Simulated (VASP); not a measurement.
SiC (k07), 4 atoms in the cell. The structure is hexagonal, space group P6_3mc (No. 186). The conventional cell has a = 3.076 Å, b = 3.076 Å, c = 5.048 Å, α = 90.00°, β = 90.00°, γ = 120.00°. Si (site symmetry 3m) has 4 C at 1.88 to 1.89 Å within 2.5 Å. Within 2.5 Å of C (site symmetry 3m) lie 4 Si at 1.88 to 1.89 Å. 

| Item | Value |
| --- | --- |
| Program | VASP 6.6.1 |
| Task | relaxation of cell and atoms |
| Functional | PBEsol |
| Potentials or basis | VASP PAW PBE potentials, release 64 (Si, C) |
| Cutoff | 600 eV |
| k mesh | 15 × 15 × 8 |
| Occupations | gaussian, width 0.02 eV |
| Spin | no spin polarisation |
| Dipole correction | no |
| Further INCAR settings | ALGO = Normal; EDIFF = 1e-06; IBRION = 2; EDIFFG = -0.002; NSW = 100; ISIF = 3 |

Potentials or basis: VASP PAW PBE potentials, release 64 (Si, C).

The run is started by

```sh
$ cat potpaw_PBE.64/Si/POTCAR potpaw_PBE.64/C/POTCAR > POTCAR
$ mpirun -np 1 vasp_std > vasp.out
```

Hardware: 1 thread of Intel(R) Xeon(R) 6975P-C (Granite Rapids), on a shared host.

Question: Estimate the wall time of this run.

Answer: Wall time 100 s on 1 thread of Intel(R) Xeon(R) 6975P-C (Granite Rapids) (shared host), peak memory 0.23 GiB. Counts: scf iterations 30, k points 135, ion steps 6.
